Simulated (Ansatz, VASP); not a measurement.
## Two plane-wave programs on KI

```
K I
1.0
     0.00000    3.58818    3.58818
     3.58818    0.00000    3.58818
     3.58818    3.58818    0.00000
K I
1 1
Cartesian
  0.0000 0.0000 0.0000
  3.5882 3.5882 3.5882
```

Alike in both runs: functional PBE; k mesh 6 × 6 × 6; occupations gaussian, width 0.02 eV; no spin polarisation.

Ansatz relaxed the structure, and its values are those at the end. VASP's run is a single point on that final structure, the one shown.

```csv
,VASP,Ansatz
version,VASP 6.6.1,Ansatz 0.2.0
potentials or method,"VASP PAW PBE potentials, release 64 (K_sv, I), cutoff 520 eV","scalar-relativistic, plane waves, PAW"
valence electrons in the cell,16,26
```

Ansatz gave:

```
gap on the k mesh at the Fermi level (eV) : 3.86
least direct gap on the mesh (eV)         : 3.86
pressure (GPa)                            : 0.0
```

Question: Estimate VASP's values.

Answer: gap on the k mesh at the Fermi level (eV): 3.86; least direct gap on the mesh (eV): 3.86; pressure (GPa): 0.1.

The functional is the same, so the differences come from potentials, cutoffs and numerics. VASP's potentials hold 16 valence electrons a cell and Ansatz's 26, so a difference there can come from the potentials and not from the codes.

Neither program's run includes spin-orbit coupling.
